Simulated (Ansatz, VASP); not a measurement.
**In: VASP beside Ansatz**

```
CELL_PARAMETERS angstrom
-1.58265 1.58265 2.75868
1.58265 -1.58265 2.75868
1.58265 1.58265 -2.75868
ATOMIC_POSITIONS crystal
In 0.00000 0.00000 0.00000
```

Alike in both runs: task single point; functional PBE; k mesh 8 × 8 × 8; occupations fermi-dirac, width 0.1 eV; no spin polarisation.

```csv
,VASP,Ansatz
version,VASP 6.6.1,Ansatz 0.2.0
potentials or method,"VASP PAW PBE potentials, release 64 (In_d)","plane waves, PAW"
plane-wave cutoff (eV),520,420
valence electrons in the cell,13,13
```

|  | VASP | Ansatz | Ansatz less VASP |
| --- | --- | --- | --- |
| pressure (GPa) | -0.2 | -0.1 | +0.05 |
| traceless stress, the component that is largest in VASP (GPa) | -0.42 | -0.42 | 0.000 |

The functional is the same, so the differences come from potentials, cutoffs and numerics.
